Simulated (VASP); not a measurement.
# Al9H in VASP: notebook

Runs on Al9H. Level: PBE. Tasks: single point.

All numbers are computed with VASP 6.6.1; they aren't measurements. Logs are shortened: lines on timing, memory, paths and dates and some standing lists are left out, and cuts for length are marked.

## 1. The cell of the first run

The cell holds a slab with vacuum, 20 atoms: a = 5.707 Å, b = 9.806 Å, c = 22.790 Å, α = 90.00°, β = 90.00°, γ = 98.37°.

## 2. Single point, PBE

INCAR reads:

```
PREC = Accurate ; ENCUT = 520
EDIFF = 1E-7 ; ISMEAR = 0
SIGMA = 0.1 ; LREAL = Auto
LASPH = True ; NELM = 100
ALGO = Normal ; ISIF = 2
LWAVE = False ; LCHARG = True
LDIPOL = True ; IDIPOL = 3
DIPOL = 0.5 0.5 0.306 ; GGA = PE
LELF = True ; LVHAR = True
LVACPOTAV = True ; NBANDS = 44
```

KPOINTS reads:

```
Automatic mesh
0
Gamma
  5 3 1
```

POSCAR reads:

```
Al9H
1.0
    5.7070863109      0.0000000000      0.0000000000
   -1.4267715777      9.7014842373      0.0000000000
    0.0000000000      0.0000000000     22.7903703632
Al H
18 2
Direct
    0.2662216041      0.0648864163      0.1755127247
    0.7662216041      0.0648864163      0.1755127247
    0.3354806058      0.3419224231      0.2192029853
    0.8354806058      0.3419224231      0.2192029853
    0.1493324061      0.5973296244      0.2279410374
    0.6493324061      0.5973296244      0.2279410374
    0.4631842064      0.8527368258      0.2366790895
    0.9631842064      0.8527368258      0.2366790895
    0.0319772084      0.1277109167      0.2808262503
    0.5319772084      0.1277109167      0.2808262503
    0.0997917590      0.4042231279      0.3301071124
    0.5997917590      0.4042231279      0.3301071124
    0.4144000530      0.6596656505      0.3369822082
    0.9144000530      0.6596656505      0.3369822082
    0.2263076920      0.9110819249      0.3449259127
    0.7263076920      0.9110819249      0.3449259127
    0.2962427236      0.1814071990      0.3857054635
    0.7962427236      0.1814071990      0.3857054635
    0.3728398333      0.9110819249      0.5173400070
    0.5797755507      0.9110819249      0.5173400070
```

Potentials or basis: VASP PAW PBE potentials, release 64 (Al, H).

Launch:

```console
> cat potpaw_PBE.64/Al/POTCAR potpaw_PBE.64/H/POTCAR > POTCAR
> mpirun -np 1 vasp_std > vasp.out
```

OUTCAR:

```text
PREC = Accurate
   ENCUT = 520
   EDIFF = 1E-7
   ISMEAR = 0
   LREAL = Auto
   LASPH = True
   NELM = 100
   ISIF = 2
   GGA = PE

 ion  position               nearest neighbor table
   1  0.266  0.065  0.176-   2 2.85   2 2.85   9 2.86  10 2.86   7 2.87   8 2.87   3 2.87
   2  0.766  0.065  0.176-   1 2.85   1 2.85  10 2.86   9 2.86   8 2.87   7 2.87   4 2.87
   3  0.335  0.342  0.219-   4 2.85   4 2.85   6 2.87   5 2.87   1 2.87   9 2.89  10 2.89  12 2.96
                            11 2.97
   4  0.835  0.342  0.219-   3 2.85   3 2.85   5 2.87   6 2.87   2 2.87  10 2.89   9 2.89  11 2.96
                            12 2.97
   5  0.149  0.597  0.228-   6 2.85   6 2.85   4 2.87   3 2.87   7 2.87   8 2.87  13 2.93  14 2.93
                            11 2.99
   6  0.649  0.597  0.228-   5 2.85   5 2.85   3 2.87   4 2.87   8 2.87   7 2.87  14 2.93  13 2.93
                            12 2.99
   7  0.463  0.853  0.237-  10 2.85   8 2.85   8 2.85   1 2.87   5 2.87   2 2.87   6 2.87  16 2.90
                            15 2.91  13 2.96
   8  0.963  0.853  0.237-   9 2.85   7 2.85   7 2.85   2 2.87   6 2.87   1 2.87   5 2.87  15 2.90
                            16 2.91  14 2.96
   9  0.032  0.128  0.281-  18 2.83  17 2.83   8 2.85  10 2.85  10 2.85   1 2.86   2 2.86   3 2.89
                             4 2.89  11 2.91  15 2.93  16 2.93
  10  0.532  0.128  0.281-  17 2.83  18 2.83   7 2.85   9 2.85   9 2.85   2 2.86   1 2.86   4 2.89
                             3 2.89  12 2.91  16 2.93  15 2.93
  11  0.100  0.404  0.330-  12 2.85  12 2.85  14 2.86  13 2.87  18 2.88  17 2.89   9 2.91   4 2.96
                             3 2.97   5 2.99
  12  0.600  0.404  0.330-  11 2.85  11 2.85  13 2.86  14 2.87  17 2.88  18 2.89  10 2.91   3 2.96
                             4 2.97   6 2.99
  13  0.414  0.660  0.337-  16 2.83  15 2.83  14 2.85  14 2.85  12 2.86  11 2.87   5 2.93   6 2.93
                             7 2.96
  14  0.914  0.660  0.337-  15 2.83  16 2.83  13 2.85  13 2.85  11 2.86  12 2.87   6 2.93   5 2.93
                             8 2.96
  15  0.226  0.911  0.345-  17 2.78  14 2.83  13 2.83  16 2.85  16 2.85   8 2.90   7 2.91   9 2.93
                            10 2.93
  16  0.726  0.911  0.345-  18 2.78  13 2.83  14 2.83  15 2.85  15 2.85   7 2.90   8 2.91  10 2.93
                             9 2.93
  17  0.296  0.181  0.386-  15 2.78  10 2.83   9 2.83  18 2.85  18 2.85  12 2.88  11 2.89
  18  0.796  0.181  0.386-  16 2.78   9 2.83  10 2.83  17 2.85  17 2.85  11 2.88  12 2.89
  19  0.373  0.911  0.517-
  20  0.580  0.911  0.517-

  LATTYP: Found a simple monoclinic cell.
 ALAT       =     5.7070863109
 B/A-ratio  =     3.9933460126
 C/A-ratio  =     1.7181865164
 COS(beta)  =    -0.1455022476

  Lattice vectors:

 A1 = (   5.7070863109,   0.0000000000,   0.0000000000)
 A2 = (   0.0000000000,   0.0000000000, -22.7903703632)
 A3 = (  -1.4267715777,   9.7014842373,   0.0000000000)

Analysis of symmetry for initial positions (statically):
=====================================================================
 Subroutine PRICEL returns:
 Original cell was already a primitive cell.

 Routine SETGRP: Setting up the symmetry group for a
 simple monoclinic supercell.

 Subroutine GETGRP returns: Found  1 space group operations
 (whereof  1 operations were pure point group operations)
 out of a pool of  4 trial point group operations.

The static configuration has the point symmetry C_1 .

Analysis of symmetry for dynamics (positions and initial velocities):
=====================================================================
 Subroutine PRICEL returns:
 Original cell was already a primitive cell.

 Routine SETGRP: Setting up the symmetry group for a
 simple monoclinic supercell.

 Subroutine GETGRP returns: Found  1 space group operations
 (whereof  1 operations were pure point group operations)
 out of a pool of  4 trial point group operations.

The dynamic configuration has the point symmetry C_1 .

 Subroutine INISYM returns: Found  1 space group operations
 (whereof  1 operations are pure point group operations),
 and found     1 'primitive' translations

----------------------------------------------------------------------------------------

                                     Primitive cell

  volume of cell :    1261.8392

  direct lattice vectors                    reciprocal lattice vectors
     5.707086311  0.000000000  0.000000000     0.175220760  0.025769253  0.000000000
    -1.426771578  9.701484237  0.000000000     0.000000000  0.103077011  0.000000000
     0.000000000  0.000000000 22.790370363     0.000000000  0.000000000  0.043878181

  length of vectors
[... 63 lines left out ...]
     0.035421106  0.034359004  0.043878181

  Shift w.r.t. Gamma in fractional coordinates (k-lattice)
     0.000000000  0.000000000  0.000000000

 Subroutine IBZKPT returns following result:
 ===========================================

 Found      8 irreducible k-points:

 Following reciprocal coordinates:
            Coordinates               Weight
  0.000000  0.000000  0.000000      1.000000
  0.200000  0.000000  0.000000      2.000000
  0.400000  0.000000  0.000000      2.000000
  0.000000  0.333333  0.000000      2.000000
  0.200000  0.333333  0.000000      2.000000
  0.400000  0.333333  0.000000      2.000000
 -0.400000  0.333333  0.000000      2.000000
 -0.200000  0.333333  0.000000      2.000000
   k-points           NKPTS =      8   k-points in BZ     NKDIM =      8   number of bands    NBANDS=     44
   number of dos      NEDOS =    301   number of ions     NIONS =     20
   total plane-waves  NPLWV = 604800
   dimension x,y,z NGX =    42 NGY =   80 NGZ =  180
   dimension x,y,z NGXF=    84 NGYF=  160 NGZF=  360
   ions per type =              18   2
   NGX,Y,Z   is equivalent  to a cutoff of  12.23, 13.56, 13.13 a.u.
   NGXF,Y,Z  is equivalent  to a cutoff of  24.47, 27.13, 26.26 a.u.
 SYSTEM =  unknown system
   PREC   = accura    normal or accurate (medium, high low for compatibility)
   ISTART =      0    job   : 0-new  1-cont  2-samecut
   ICHARG =      2    charge: 1-file 2-atom 10-const
   ISPIN  =      1    spin polarized calculation?
   LNONCOLLINEAR =      F non collinear calculations
   LSORBIT =      F    spin-orbit coupling
   LASPH  =      T    aspherical Exc in radial PAW
   ENCUT  =  520.0 eV  38.22 Ry    6.18 a.u.  10.61 18.23 42.37*2*pi/ulx,y,z
   NELM   =    100;   NELMIN=  2; NELMDL= -5     # of ELM steps
   EDIFF  = 0.1E-06   stopping-criterion for ELM
   LREAL  =      T    real-space projection
   EDIFFG = 0.1E-05   stopping-criterion for IOM
   NSW    =      0    number of steps for IOM
   IBRION =     -1    ionic relax: 0-MD 1-quasi-New 2-CG
   NFREE  =      0    steps in history (QN), initial steepest desc. (CG)
   ISIF   =      2    stress and relaxation
   ISYM   =      2    0-nonsym 1-usesym 2-fastsym
   POTIM  = 0.5000    time-step for ionic-motion
   TEBEG  =    0.0;   TEEND  =   0.0 temperature during run
   PSTRESS=    0.0 pullay stress
   NELECT =      56.0000    total number of electrons
   NUPDOWN=      -1.0000    fix difference up-down
   EMIN   =  10.00;   EMAX   =-10.00  energy-range for DOS
   EFERMI =   0.00;   METHOD = LEGACY
   ISMEAR =     0;   SIGMA  =   0.10  broadening in eV -4-tet -1-fermi 0-gaus
   EFERMI_NEDOS =   21; number of points for ismear=-14 and -15
   IALGO  =     38    algorithm
   IMIX   =      4    mixing-type and parameters
     AMIX     =   0.40;   BMIX     =  1.00
     AMIX_MAG =   1.60;   BMIX_MAG =  1.00
  volume/ion in A,a.u.               =      63.09       425.77
  Fermi-wavevector in a.u.,A,eV,Ry     =   0.579610  1.095305  4.570853  0.335948
  Thomas-Fermi vector in A             =   1.623387
   LORBIT       =      0    0 simple, 1 ext, 2 COOP (PROOUT), +10 PAW based schemes
   GGA     = PE    functional components
   LHFCALC =     F    Hartree Fock is set to
   AEXX    =    0.0000 exact exchange contribution
   IVDW    =     0    specifies the selected vdW correction
   LEPSILON=     F    determine dielectric tensor
   LRPA    =     F    only Hartree local field effects (RPA)
 non-spin polarized calculation
 Gauss-broadening in eV      SIGMA  =   0.10
  energy-cutoff  :      520.00
  volume of cell :     1261.84
 maximum number of plane-waves:     34010
   NGX = 21   NGY = 37   NGZ = 85

 dipolmoment           0.000000      0.000000     -0.005771 electrons x Angstroem

 number of electron      56.0000000 magnetization

 dipolmoment           0.000000      0.000000      0.007711 electrons x Angstroem

 Free energy of the ion-electron system (eV)
  ---------------------------------------------------
  ext. energy  EPLUGINS =         0.00000000
  ---------------------------------------------------
  free energy    TOTEN  =       -66.54670520 eV

  energy without entropy =      -66.50022191  energy(sigma->0) =      -66.52346356

 E-fermi :  -1.1962     XC(G=0):  -3.4552

 val. band max:       -1.2161403316   @ k =   0.0000   0.3333   0.0000
 cond. band min:      -1.1789705457   @ k =   0.2000   0.0000   0.0000
 fundamental gap:      0.0371697859
 Fermi energy:        -1.1962360127

 k-point     1 :       0.0000    0.0000    0.0000
  band No.  band energies     occupation
      1     -11.2651      2.00000
      2      -9.7244      2.00000
      3      -9.6250      2.00000
      4      -8.9782      2.00000
      5      -7.1667      2.00000
      6      -7.1386      2.00000
[... 333 lines left out ...]
     39       0.8936      0.00000
     40       1.0326      0.00000
 [bands above 40 left out]

------------------------ aborting loop because EDIFF is reached ----------------------------------------

 vacuum level on the upper side and lower side of the slab       (xc-potential included)        -0.104        -0.135

  FORCE on cell =-STRESS in cart. coord.  units (eV):
  Direction    XX          YY          ZZ          XY          YZ          ZX
  --------------------------------------------------------------------------------------
  -------------------------------------------------------------------------------------
  Total      -17.2855025    -12.6609576     -0.1971630      0.0762391     -0.5741844      0.0106110
  in kB      -21.9476782    -16.0758199     -0.2503410      0.0968020     -0.7290510      0.0134729
  external PRESSURE =     -12.7579464 kB  Pullay stress =       0.0000000 kB

 VOLUME and BASIS-vectors are now :
 -----------------------------------------------------------------------------
  energy-cutoff  :      520.00
  volume of cell :     1261.84
      direct lattice vectors                 reciprocal lattice vectors
     5.707086311  0.000000000  0.000000000     0.175220760  0.025769253  0.000000000
    -1.426771578  9.701484237  0.000000000     0.000000000  0.103077011  0.000000000
     0.000000000  0.000000000 22.790370363     0.000000000  0.000000000  0.043878181

 POSITION                                       TOTAL-FORCE (eV/Angst)
 -----------------------------------------------------------------------------------
      1.42677      0.62949      4.00000        -0.014008      0.157632      0.029565
      4.28031      0.62949      4.00000         0.001537      0.155400      0.030708
      1.42677      3.31715      4.99572         0.001312      0.033448      0.060647
      4.28031      3.31715      4.99572         0.010246      0.036638      0.060181
      0.00000      5.79498      5.19486         0.000170     -0.073495      0.030102
      2.85354      5.79498      5.19486        -0.002693     -0.074301      0.029006
[... 12 lines left out ...]
      0.82792      8.83885     11.79037         4.632054      0.000302     -0.000125
      2.00892      8.83885     11.79037        -4.630999      0.001027      0.000190
 -----------------------------------------------------------------------------------
    total drift:                               -0.007786     -0.032171     -0.007332

  FREE ENERGIE OF THE ION-ELECTRON SYSTEM (eV)
  ---------------------------------------------------
  free  energy   TOTEN  =       -66.5467052003 eV

  energy  without entropy=      -66.5002219115  energy(sigma->0) =      -66.52346356

 vacuum level on the upper side and lower side of the slab         3.000         2.975
```

Wall time 27 min (1 thread of Intel Xeon Platinum 8259CL at 2.50GHz (Skylake/Cascade Lake), shared host); peak memory 1.2 GiB.

What came out:

```yaml
Free_energy: -66.5467 eV
Largest_force: 4.632 eV/Å
Band_gap_on_the_k_mesh: zero (bands 28 and 29 overlap by 0.73 eV)
Work_function_of_the_upper_face: 4.20 eV
Work_function_of_the_lower_face: 4.17 eV
```

Forces in eV/Å, atoms in the order of the input:
```
Al  -0.014  0.158  0.030
Al   0.002  0.155  0.031
Al   0.001  0.033  0.061
Al   0.010  0.037  0.060
Al   0.000 -0.073  0.030
Al  -0.003 -0.074  0.029
Al   0.000 -0.101 -0.120
Al   0.004 -0.098 -0.118
Al   0.000  0.008 -0.001
Al   0.001  0.009 -0.005
Al   0.003 -0.014  0.000
Al   0.005 -0.012 -0.001
Al  -0.005 -0.007 -0.001
Al  -0.004 -0.009 -0.003
Al  -0.006 -0.001  0.003
Al   0.001  0.002  0.002
Al  -0.001 -0.006  0.001
Al   0.006 -0.009  0.003
H    4.632  0.000  0.000
H   -4.631  0.001  0.000
```

(Part 1 of 2 ends here.)

The gap in the log of VASP goes by the Fermi energy; the results here count the filled bands.